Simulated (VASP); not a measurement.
# Ru (P6_3/mmc) in VASP: single point with LDA

Aim: the single point of Ru with LDA.

All numbers are computed with VASP 6.6.1; they aren't measurements. Logs are shortened: lines on timing, memory, paths and dates and some standing lists are left out, and cuts for length are marked.

### 1 The cell of the first run

Symmetry: P6_3/mmc, No. 194, hexagonal system. The conventional cell has a = 2.708 Å, b = 2.708 Å, c = 4.268 Å, α = 90.00°, β = 90.00°, γ = 120.00°. Ru (site symmetry -6m2) has 12 Ru at 2.65 to 2.71 Å within 3.5 Å.

### 2 Single point, LDA

INCAR

```
PREC = Accurate ; ENCUT = 500
EDIFF = 1E-6 ; ISMEAR = 0
SIGMA = 0.1 ; LREAL = False
LASPH = True ; NELM = 120
ALGO = Normal ; ISIF = 2
LWAVE = False ; LCHARG = False
NBANDS = 21 ; GGA_COMPAT = False
```

KPOINTS

```
regular mesh
0
Gamma
  6 6 4
```

POSCAR

```
Ru
1.0
    2.7078263400      0.0000000000      0.0000000000
   -1.3539131700      2.3450464000      0.0000000000
    0.0000000000      0.0000000000      4.2681017800
Ru
2
Direct
    0.3333333300      0.6666666700      0.2500000000
    0.6666666700      0.3333333300      0.7500000000
```

Potentials or basis: VASP PAW LDA potentials, release 64 (Ru_pv).

On the command line:

```bash
$ cat potpaw_LDA.64/Ru_pv/POTCAR > POTCAR
$ mpirun -np 1 vasp_std > vasp.out
```

OUTCAR:

```text
PREC = Accurate
   ENCUT = 500
   EDIFF = 1E-6
   ISMEAR = 0
   LREAL = False
   LASPH = True
   NELM = 120
   ISIF = 2

 ion  position               nearest neighbor table
   1  0.333  0.667  0.250-   2 2.65   2 2.65   2 2.65   2 2.65   2 2.65   2 2.65
   2  0.667  0.333  0.750-   1 2.65   1 2.65   1 2.65   1 2.65   1 2.65   1 2.65

  LATTYP: Found a hexagonal cell.
 ALAT       =     2.7078263400
 C/A-ratio  =     1.5762095659

  Lattice vectors:

 A1 = (   2.7078263400,   0.0000000000,   0.0000000000)
 A2 = (  -1.3539131700,   2.3450464000,   0.0000000000)
 A3 = (   0.0000000000,   0.0000000000,   4.2681017800)

Analysis of symmetry for initial positions (statically):
=====================================================================
 Subroutine PRICEL returns:
 Original cell was already a primitive cell.

 Routine SETGRP: Setting up the symmetry group for a
 hexagonal supercell.

 Subroutine GETGRP returns: Found 24 space group operations
 (whereof 12 operations were pure point group operations)
 out of a pool of 24 trial point group operations.

The static configuration has the point symmetry D_3d.
 The point group associated with its full space group is D_6h.

Analysis of symmetry for dynamics (positions and initial velocities):
=====================================================================
 Subroutine PRICEL returns:
 Original cell was already a primitive cell.

 Routine SETGRP: Setting up the symmetry group for a
 hexagonal supercell.

 Subroutine GETGRP returns: Found 24 space group operations
 (whereof 12 operations were pure point group operations)
 out of a pool of 24 trial point group operations.

The dynamic configuration has the point symmetry D_3d.
 The point group associated with its full space group is D_6h.

 Subroutine INISYM returns: Found 24 space group operations
 (whereof 12 operations are pure point group operations),
 and found     1 'primitive' translations

----------------------------------------------------------------------------------------

                                     Primitive cell

  volume of cell :      27.1024

  direct lattice vectors                    reciprocal lattice vectors
     2.707826340  0.000000000  0.000000000     0.369299901  0.213215397  0.000000000
    -1.353913170  2.345046400  0.000000000     0.000000000  0.426430795  0.000000000
     0.000000000  0.000000000  4.268101780     0.000000000  0.000000000  0.234296193

  length of vectors
     2.707826340  2.707826340  4.268101780     0.426430795  0.426430795  0.234296193

  position of ions in fractional coordinates (direct lattice)
     0.333333330  0.666666670  0.250000000
     0.666666670  0.333333330  0.750000000

  ion indices of the primitive-cell ions
   primitive index   ion index
                 1           1
                 2           2

----------------------------------------------------------------------------------------

 KPOINTS: regular mesh

Automatic generation of k-mesh.
 Grid dimensions read from file:
 generate k-points for:    6    6    4

 Generating k-lattice:

  Cartesian coordinates                     Fractional coordinates (reciprocal lattice)
     0.061549984  0.035535900  0.000000000     0.166666667  0.000000000  0.000000000
     0.000000000  0.071071799  0.000000000     0.000000000  0.166666667  0.000000000
     0.000000000  0.000000000  0.058574048     0.000000000  0.000000000  0.250000000

  Length of vectors
     0.071071799  0.071071799  0.058574048

  Shift w.r.t. Gamma in fractional coordinates (k-lattice)
     0.000000000  0.000000000  0.000000000

 Subroutine IBZKPT returns following result:
 ===========================================

 Found     21 irreducible k-points:

 Following reciprocal coordinates:
            Coordinates               Weight
  0.000000  0.000000  0.000000      1.000000
  0.166667 -0.000000  0.000000      6.000000
  0.333333 -0.000000  0.000000      6.000000
  0.500000  0.000000  0.000000      3.000000
  0.166667  0.166667  0.000000      6.000000
  0.333333  0.166667  0.000000     12.000000
[... 13 lines left out ...]
  0.333333  0.166667  0.500000     12.000000
  0.333333  0.333333  0.500000      2.000000
   k-points           NKPTS =     21   k-points in BZ     NKDIM =     21   number of bands    NBANDS=     21
   number of dos      NEDOS =    301   number of ions     NIONS =      2
   total plane-waves  NPLWV =  12800
   dimension x,y,z NGX =    20 NGY =   20 NGZ =   32
   dimension x,y,z NGXF=    40 NGYF=   40 NGZF=   64
   ions per type =               2
   NGX,Y,Z   is equivalent  to a cutoff of  12.28, 12.28, 12.46 a.u.
   NGXF,Y,Z  is equivalent  to a cutoff of  24.56, 24.56, 24.93 a.u.
 SYSTEM =  unknown system
   PREC   = accura    normal or accurate (medium, high low for compatibility)
   ISTART =      0    job   : 0-new  1-cont  2-samecut
   ICHARG =      2    charge: 1-file 2-atom 10-const
   ISPIN  =      1    spin polarized calculation?
   LNONCOLLINEAR =      F non collinear calculations
   LSORBIT =      F    spin-orbit coupling
   LASPH  =      T    aspherical Exc in radial PAW
   ENCUT  =  500.0 eV  36.75 Ry    6.06 a.u.   4.94  4.94  7.78*2*pi/ulx,y,z
   NELM   =    120;   NELMIN=  2; NELMDL= -5     # of ELM steps
   EDIFF  = 0.1E-05   stopping-criterion for ELM
   LREAL  =      F    real-space projection
   EDIFFG = 0.1E-04   stopping-criterion for IOM
   NSW    =      0    number of steps for IOM
   IBRION =     -1    ionic relax: 0-MD 1-quasi-New 2-CG
   NFREE  =      0    steps in history (QN), initial steepest desc. (CG)
   ISIF   =      2    stress and relaxation
   ISYM   =      2    0-nonsym 1-usesym 2-fastsym
   POTIM  = 0.5000    time-step for ionic-motion
   TEBEG  =    0.0;   TEEND  =   0.0 temperature during run
   PSTRESS=    0.0 pullay stress
   NELECT =      28.0000    total number of electrons
   NUPDOWN=      -1.0000    fix difference up-down
   EMIN   =  10.00;   EMAX   =-10.00  energy-range for DOS
   EFERMI =   0.00;   METHOD = LEGACY
   ISMEAR =     0;   SIGMA  =   0.10  broadening in eV -4-tet -1-fermi 0-gaus
   EFERMI_NEDOS =   21; number of points for ismear=-14 and -15
   IALGO  =     38    algorithm
   IMIX   =      4    mixing-type and parameters
     AMIX     =   0.40;   BMIX     =  1.00
     AMIX_MAG =   1.60;   BMIX_MAG =  1.00
  volume/ion in A,a.u.               =      13.55        91.45
  Fermi-wavevector in a.u.,A,eV,Ry     =   1.654977  3.127452 37.265640  2.738947
  Thomas-Fermi vector in A             =   2.743152
   LORBIT       =      0    0 simple, 1 ext, 2 COOP (PROOUT), +10 PAW based schemes
   GGA     = CA    functional components
   LHFCALC =     F    Hartree Fock is set to
   AEXX    =    0.0000 exact exchange contribution
   IVDW    =     0    specifies the selected vdW correction
   LEPSILON=     F    determine dielectric tensor
   LRPA    =     F    only Hartree local field effects (RPA)
 non-spin polarized calculation
 Gauss-broadening in eV      SIGMA  =   0.10
  energy-cutoff  :      500.00
  volume of cell :       27.10
 maximum number of plane-waves:       705
 NGX is ok and might be reduce to    20
   NGX =  9   NGY =  9   NGZ = 15

 number of electron      28.0000006 magnetization

 Free energy of the ion-electron system (eV)
  ---------------------------------------------------
  ext. energy  EPLUGINS =         0.00000000
  ---------------------------------------------------
  free energy    TOTEN  =       -21.29600993 eV

  energy without entropy =      -21.28012777  energy(sigma->0) =      -21.28806885

 E-fermi :  12.9713     XC(G=0): -14.3928

 val. band max:       12.9265170361   @ k =   0.3333   0.3333   0.2500
 cond. band min:      12.9720994259   @ k =   0.3333   0.1667   0.2500
 fundamental gap:      0.0455823898
 Fermi energy:        12.9713409423

 k-point     1 :       0.0000    0.0000    0.0000
  band No.  band energies     occupation
      1     -30.7539      2.00000
      2     -29.7837      2.00000
      3     -29.7837      2.00000
      4     -29.6061      2.00000
      5     -29.6061      2.00000
      6     -29.5742      2.00000
[... 13 lines left out ...]
     20      22.6986      0.00000
     21      23.0933      0.00000

 k-point     2 :       0.1667   -0.0000    0.0000
  band No.  band energies     occupation
      1     -30.6604      2.00000
      2     -29.9729      2.00000
      3     -29.8465      2.00000
      4     -29.8007      2.00000
      5     -29.6328      2.00000
      6     -29.6203      2.00000
[... 13 lines left out ...]
     20      22.6985      0.00000
     21      22.9359      0.00000

 k-point     3 :       0.3333   -0.0000    0.0000
  band No.  band energies     occupation
      1     -30.4315      2.00000
      2     -30.3512      2.00000
      3     -30.1672      2.00000
      4     -29.9636      2.00000
      5     -29.7538      2.00000
      6     -29.6930      2.00000
[... 13 lines left out ...]
     20      22.6980      0.00000
     21      22.7101      0.00000

 k-point     4 :       0.5000    0.0000    0.0000
  band No.  band energies     occupation
      1     -30.5394      2.00000
      2     -30.3408      2.00000
      3     -30.2599      2.00000
      4     -30.0193      2.00000
      5     -29.8773      2.00000
      6     -29.7251      2.00000
[... 13 lines left out ...]
     20      22.6973      0.00000
     21      23.7621      0.00000

 k-point     5 :       0.1667    0.1667    0.0000
  band No.  band energies     occupation
      1     -30.4972      2.00000
      2     -30.1722      2.00000
      3     -30.1484      2.00000
      4     -29.8960      2.00000
      5     -29.7338      2.00000
      6     -29.7120      2.00000
[... 13 lines left out ...]
     20      22.6984      0.00000
     21      22.8211      0.00000
[... 310 lines left out ...]
     20      22.6915      0.00000
     21      23.2663      0.00000

 k-point    19 :       0.1667    0.1667    0.5000
  band No.  band energies     occupation
      1     -30.3830      2.00000
      2     -30.3830      2.00000
      3     -29.9088      2.00000
      4     -29.9088      2.00000
      5     -29.7897      2.00000
      6     -29.7897      2.00000
[... 13 lines left out ...]
     20      22.6981      0.00000
     21      28.2457      0.00000

 k-point    20 :       0.3333    0.1667    0.5000
  band No.  band energies     occupation
      1     -30.5500      2.00000
      2     -30.5500      2.00000
      3     -30.0381      2.00000
      4     -30.0381      2.00000
      5     -29.7912      2.00000
      6     -29.7912      2.00000
[... 13 lines left out ...]
     20      22.6966      0.00000
     21      24.5189      0.00000

 k-point    21 :       0.3333    0.3333    0.5000
  band No.  band energies     occupation
      1     -30.4965      2.00000
      2     -30.4965      2.00000
      3     -30.2163      2.00000
      4     -30.2163      2.00000
      5     -29.7697      2.00000
      6     -29.7697      2.00000
[... 13 lines left out ...]
     20      22.6947      0.00000
     21      23.4858      0.00000

------------------------ aborting loop because EDIFF is reached ----------------------------------------

  FORCE on cell =-STRESS in cart. coord.  units (eV):
  Direction    XX          YY          ZZ          XY          YZ          ZX
  --------------------------------------------------------------------------------------
  -------------------------------------------------------------------------------------
  Total       -1.4105670     -1.4105670     -2.2884974     -0.0000000      0.0000000      0.0000000
  in kB      -83.3867983    -83.3867984   -135.2863510     -0.0000000      0.0000000      0.0000000
  external PRESSURE =    -100.6866492 kB  Pullay stress =       0.0000000 kB

 VOLUME and BASIS-vectors are now :
 -----------------------------------------------------------------------------
  energy-cutoff  :      500.00
  volume of cell :       27.10
      direct lattice vectors                 reciprocal lattice vectors
     2.707826340  0.000000000  0.000000000     0.369299901  0.213215397  0.000000000
    -1.353913170  2.345046400  0.000000000     0.000000000  0.426430795  0.000000000
     0.000000000  0.000000000  4.268101780     0.000000000  0.000000000  0.234296193

 POSITION                                       TOTAL-FORCE (eV/Angst)
 -----------------------------------------------------------------------------------
     -0.00000      1.56336      1.06703        -0.000000      0.000000      0.000000
      1.35391      0.78168      3.20108         0.000000      0.000000      0.000000
 -----------------------------------------------------------------------------------
    total drift:                               -0.000004      0.000003     -0.000000

  FREE ENERGIE OF THE ION-ELECTRON SYSTEM (eV)
  ---------------------------------------------------
  free  energy   TOTEN  =       -21.2960099272 eV

  energy  without entropy=      -21.2801277737  energy(sigma->0) =      -21.28806885
```

Run time: 17 s. Hardware: 1 thread of Intel Xeon 8259CL, shared host; peak memory 0.13 GiB.

Results:

```
Free energy            : -21.2960 eV
Pressure               : -10.1 GPa
Band gap on the k mesh : zero (band 14 reaches 14.15 eV, above the bottom of band 15 at 11.30 eV)
```

Caveat: the k points lie up to 0.45 Å⁻¹ apart.
